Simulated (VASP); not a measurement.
# BeTe (F-43m) in VASP: vibrations by perturbation theory with PBEsol

Aim: the vibrations by perturbation theory of BeTe with PBEsol.

All numbers are computed with VASP 6.6.1; they aren't measurements. Logs are shortened: lines on timing, memory, paths and dates and some standing lists are left out, and cuts for length are marked.

### Step 1. The cell of the first run

Symmetry: F-43m, No. 216, cubic system. Conventional cell: a = 5.606 Å, b = 5.606 Å, c = 5.606 Å, α = 90.00°, β = 90.00°, γ = 90.00°. Within 3.2 Å of Be (site symmetry -43m) lie 4 Te at 2.43 Å. Within 3.2 Å of Te (site symmetry -43m) lie 4 Be at 2.43 Å.

### Step 2. Vibrations by perturbation theory, PBEsol

The input, INCAR:

```
PREC = Accurate
ENCUT = 600
EDIFF = 1E-8
ISMEAR = 0
SIGMA = 0.01
LREAL = False
LASPH = True
NELM = 120
ALGO = Normal
ISIF = 2
LWAVE = False
LCHARG = True
GGA = PS
NBANDS = 11
IBRION = 8
NSW = 1
LEPSILON = True
GGA_COMPAT = False
```

The input, KPOINTS:

```
Automatic mesh
0
Gamma
  8 8 8
```

The input, POSCAR:

```
BeTe
1.0
    0.0000000000      2.8029552548      2.8029552548
    2.8029552548      0.0000000000      2.8029552548
    2.8029552548      2.8029552548      0.0000000000
Be Te
1 1
Direct
    0.0000000000      0.0000000000      0.0000000000
    0.7500000000      0.7500000000      0.7500000000
```

Potentials or basis: VASP PAW PBE potentials, release 64 (Be, Te).

The run is started by

```bash
$ cat potpaw_PBE.64/Be/POTCAR potpaw_PBE.64/Te/POTCAR > POTCAR
$ mpirun -np 1 vasp_std > vasp.out
```

OUTCAR:

```text
PREC = Accurate
   ENCUT = 600
   EDIFF = 1E-8
   ISMEAR = 0
   LREAL = False
   LASPH = True
   NELM = 120
   ISIF = 2
   GGA = PS
   IBRION = 8
   NSW = 1
   LEPSILON = True

 ion  position               nearest neighbor table
   1  0.000  0.000  0.000-   2 2.43   2 2.43   2 2.43   2 2.43
   2  0.750  0.750  0.750-   1 2.43   1 2.43   1 2.43   1 2.43

  LATTYP: Found a face centered cubic cell.
 ALAT       =     5.6059105096

  Lattice vectors:

 A1 = (   0.0000000000,   2.8029552548,   2.8029552548)
 A2 = (   2.8029552548,   0.0000000000,   2.8029552548)
 A3 = (   2.8029552548,   2.8029552548,   0.0000000000)

Analysis of symmetry for initial positions (statically):
=====================================================================
 Subroutine PRICEL returns:
 Original cell was already a primitive cell.

 Routine SETGRP: Setting up the symmetry group for a
 face centered cubic supercell.

 Subroutine GETGRP returns: Found 24 space group operations
 (whereof 24 operations were pure point group operations)
 out of a pool of 48 trial point group operations.

The static configuration has the point symmetry T_d .

Analysis of symmetry for dynamics (positions and initial velocities):
=====================================================================
 Subroutine PRICEL returns:
 Original cell was already a primitive cell.

 Routine SETGRP: Setting up the symmetry group for a
 face centered cubic supercell.

 Subroutine GETGRP returns: Found 24 space group operations
 (whereof 24 operations were pure point group operations)
 out of a pool of 48 trial point group operations.

The dynamic configuration has the point symmetry T_d .

 Subroutine INISYM returns: Found 24 space group operations
 (whereof 24 operations are pure point group operations),
 and found     1 'primitive' translations

----------------------------------------------------------------------------------------

                                     Primitive cell

  volume of cell :      44.0432

  direct lattice vectors                    reciprocal lattice vectors
     0.000000000  2.802955255  2.802955255    -0.178383154  0.178383154  0.178383154
     2.802955255  0.000000000  2.802955255     0.178383154 -0.178383154  0.178383154
     2.802955255  2.802955255  0.000000000     0.178383154  0.178383154 -0.178383154

  length of vectors
     3.963977336  3.963977336  3.963977336     0.308968687  0.308968687  0.308968687

  position of ions in fractional coordinates (direct lattice)
     0.000000000  0.000000000  0.000000000
     0.750000000  0.750000000  0.750000000

  ion indices of the primitive-cell ions
   primitive index   ion index
                 1           1
                 2           2

----------------------------------------------------------------------------------------

 KPOINTS: Automatic mesh

Automatic generation of k-mesh.
 Grid dimensions read from file:
 generate k-points for:    8    8    8

 Generating k-lattice:

  Cartesian coordinates                     Fractional coordinates (reciprocal lattice)
    -0.022297894  0.022297894  0.022297894     0.125000000  0.000000000  0.000000000
     0.022297894 -0.022297894  0.022297894     0.000000000  0.125000000  0.000000000
     0.022297894  0.022297894 -0.022297894     0.000000000  0.000000000  0.125000000

  Length of vectors
     0.038621086  0.038621086  0.038621086

  Shift w.r.t. Gamma in fractional coordinates (k-lattice)
     0.000000000  0.000000000  0.000000000

 Subroutine IBZKPT returns following result:
 ===========================================

 Found     29 irreducible k-points:

 Following reciprocal coordinates:
            Coordinates               Weight
  0.000000  0.000000  0.000000      1.000000
  0.125000  0.000000  0.000000      8.000000
  0.250000  0.000000  0.000000      8.000000
[... 439 lines left out ...]
      direct lattice vectors                 reciprocal lattice vectors
     0.000000000  2.802955255  2.802955255    -0.178383154  0.178383154  0.178383154
     2.802955255  0.000000000  2.802955255     0.178383154 -0.178383154  0.178383154
     2.802955255  2.802955255  0.000000000     0.178383154  0.178383154 -0.178383154

 POSITION                                       TOTAL-FORCE (eV/Angst)
 -----------------------------------------------------------------------------------
      0.00000      0.00000      0.00000         0.000000     -0.000000     -0.000000
      4.20443      4.20443      4.20443         0.000000      0.000000      0.000000
 -----------------------------------------------------------------------------------
    total drift:                               -0.000000     -0.000000     -0.000000

  FREE ENERGIE OF THE ION-ELECTRON SYSTEM (eV)
  ---------------------------------------------------
  free  energy   TOTEN  =        -8.2158879944 eV

  energy  without entropy=       -8.2158879944  energy(sigma->0) =       -8.21588799

 HEAD OF MICROSCOPIC STATIC DIELECTRIC TENSOR (INDEPENDENT PARTICLE, excluding Hartree and local field effects)
 ------------------------------------------------------
           8.213935    -0.000000    -0.000000
          -0.000000     8.213935     0.000000
          -0.000000     0.000000     8.213935
 ------------------------------------------------------

 Free energy of the ion-electron system (eV)
  ---------------------------------------------------
  ---------------------------------------------------
  free energy    TOTEN  =        -0.89040577 eV

  energy without entropy =       -0.89040577

------------------------ aborting loop because EDIFF is reached ----------------------------------------

--------------------------------------- Ionic step        2  -------------------------------------------

------------------------ aborting loop because EDIFF is reached ----------------------------------------

--------------------------------------- Ionic step        3  -------------------------------------------

------------------------ aborting loop because EDIFF is reached ----------------------------------------

 PIEZOELECTRIC TENSOR FIELD DIRECTION 3  (e Angst)
 -----------------------------------------------------------------------------
    -0.00058  1.29462  0.00000           (  0.00000 -0.07918  0.00000)
     1.29462 -0.00058  0.00000           ( -0.07918  0.00000  0.00000)
     0.00000  0.00000 -0.00061           (  0.00000  0.00000  0.00000)

 PIEZOELECTRIC TENSOR FIELD DIRECTION 3  (C/m^2)
 -----------------------------------------------------------------------------
    -0.00021  0.47095  0.00000
     0.47095 -0.00021  0.00000
     0.00000  0.00000 -0.00022

--------------------------------------- Ionic step        4  -------------------------------------------

------------------------ aborting loop because EDIFF is reached ----------------------------------------

[... ionic steps 5 to 6 ...]

--------------------------------------- Ionic step        7  -------------------------------------------

 Free energy of the ion-electron system (eV)
  ---------------------------------------------------
  ---------------------------------------------------
  free energy    TOTEN  =        -0.04475014 eV

  energy without entropy =       -0.04475014

------------------------ aborting loop because EDIFF is reached ----------------------------------------

 INTERNAL STRAIN TENSOR  FOR ION    2  DIRECTION 1   (eV/Angst):
 -----------------------------------------------------------------------------
    -0.01076  0.00000  0.00000
     0.00000  0.00918  4.80055
     0.00000  4.80055  0.00918

 MACROSCOPIC STATIC DIELECTRIC TENSOR (including local field effects in DFT)
 ------------------------------------------------------
           7.682919     0.000000     0.000000
          -0.000000     7.682919     0.000000
           0.000000    -0.000000     7.682919
 ------------------------------------------------------

 PIEZOELECTRIC TENSOR (including local field effects)  for field in x, y, z        (e  Angst)
          XX          YY          ZZ          XY          YZ          ZX
  --------------------------------------------------------------------------------
  x    -0.00000     0.00000     0.00000     0.00000     1.29915     0.00000
  y     0.00000     0.00000     0.00000     0.00000    -0.00000     1.29915
  z     0.00000    -0.00000     0.00000     1.29915     0.00000     0.00000

 PIEZOELECTRIC TENSOR (including local field effects)  for field in x, y, z        (C/m^2)
          XX          YY          ZZ          XY          YZ          ZX
  --------------------------------------------------------------------------------
  x    -0.00000     0.00000     0.00000     0.00000     0.47260     0.00000
  y     0.00000     0.00000     0.00000     0.00000    -0.00000     0.47260
  z     0.00000    -0.00000     0.00000     0.47260     0.00000     0.00000

 BORN EFFECTIVE CHARGES (including local field effects) (in |e|, cummulative output)
 ---------------------------------------------------------------------------------
 ion    1
    1     1.30827     0.00000     0.00000
    2     0.00000     1.30827     0.00000
    3    -0.00000     0.00000     1.30827
 ion    2
    1    -1.30827     0.00000     0.00000
    2     0.00000    -1.30827    -0.00000
    3     0.00000     0.00000    -1.30827

 INTERNAL STRAIN TENSOR FOR ION    2 for displacements in x,y,z  (eV/Angst):
          X           Y           Z          XY          YZ          ZX
  --------------------------------------------------------------------------------
  x     0.00000     0.00000     0.00000     0.00000     4.80055     0.00000
  y     0.00000     0.00000     0.00000     0.00000     0.00000     4.80055
  z     0.00000     0.00000     0.00000     4.80055     0.00000     0.00000

 SECOND DERIVATIVES (NOT SYMMETRIZED)
 ------------------------------------
               1X          1Y          1Z          2X          2Y          2Z
  1X    -6.946359    0.000000    0.000000    6.946359    0.000000    0.000000
  1Y     0.000000   -6.946359    0.000000    0.000000    6.946359    0.000000
  1Z     0.000000    0.000000   -6.946359    0.000000    0.000000    6.946359
  2X     6.943714    0.000000    0.000000   -6.943714    0.000000    0.000000
  2Y     0.000000    6.943714    0.000000    0.000000   -6.943714    0.000000
  2Z     0.000000    0.000000    6.943714    0.000000    0.000000   -6.943714

 Eigenvectors and eigenvalues of the dynamical matrix
 ----------------------------------------------------

   1 f  =   14.200704 THz    89.225656 2PiTHz  473.684506 cm-1    58.729367 meV
             X         Y         Z           dx          dy          dz
      0.000000  0.000000  0.000000     0.000000    0.966462    0.000000
      4.204433  4.204433  4.204433     0.000000   -0.256810    0.000000
[... 21 lines left out ...]
   6 f/i=    0.000671 THz     0.004217 2PiTHz    0.022387 cm-1     0.002776 meV
             X         Y         Z           dx          dy          dz
      0.000000  0.000000  0.000000     0.000000    0.000000   -0.256810
      4.204433  4.204433  4.204433     0.000000    0.000000   -0.966462

--------------------------------------------------------------------------------------------------------

 MACROSCOPIC STATIC DIELECTRIC TENSOR IONIC CONTRIBUTION
 ------------------------------------------------------
           1.012528     0.000000    -0.000000
           0.000000     1.012528     0.000000
          -0.000000     0.000000     1.012528
 ------------------------------------------------------

 ELASTIC MODULI CONTR FROM IONIC RELAXATION (kBar)
 Direction    XX          YY          ZZ          XY          YZ          ZX
 --------------------------------------------------------------------------------
 XX          -0.0000     -0.0000     -0.0000     -0.0000     -0.0000     -0.0000
 YY          -0.0000     -0.0000     -0.0000     -0.0000     -0.0000      0.0000
 ZZ          -0.0000     -0.0000     -0.0000     -0.0000     -0.0000     -0.0000
 XY          -0.0000     -0.0000     -0.0000   -126.8125      0.0000      0.0000
 YZ          -0.0000     -0.0000     -0.0000      0.0000   -126.8125      0.0000
 ZX          -0.0000      0.0000     -0.0000      0.0000      0.0000   -126.8125
 --------------------------------------------------------------------------------

 PIEZOELECTRIC TENSOR IONIC CONTR  for field in x, y, z        (C/m^2)
          XX          YY          ZZ          XY          YZ          ZX
  --------------------------------------------------------------------------------
  x    -0.00000    -0.00000    -0.00000     0.00000    -0.33718     0.00000
  y    -0.00000     0.00000    -0.00000    -0.00000     0.00000    -0.33718
  z    -0.00000    -0.00000    -0.00000    -0.33718     0.00000     0.00000
```

It took 2.2 min on 1 thread of Intel Xeon 6975P-C (Granite Rapids), shared host; peak memory 0.31 GiB.

Results:

```
Electronic dielectric tensor (diagonal)                 : 7.68
Born charges (mean of the diagonal)                     : Be +1.31; Te -1.31 e
Highest phonon frequency at Γ, LO-TO splitting left out : 474 cm⁻¹
```

Phonon frequencies in cm⁻¹ (negative: imaginary):
```csv
q point,frequencies
"(0.000, 0.000, 0.000)",0 0 0 474 474 474
```

Electronic dielectric tensor:
```
7.68 0.00 0.00
0.00 7.68 0.00
0.00 0.00 7.68
```

Born effective charge tensors (e):
atom 1, Be
```
1.31 0.00 0.00
0.00 1.31 0.00
0.00 0.00 1.31
```
atom 2, Te
```
-1.31  0.00  0.00
 0.00 -1.31  0.00
 0.00  0.00 -1.31
```

Caveat: spin-orbit coupling is left out, which moves the levels of the heavy elements.
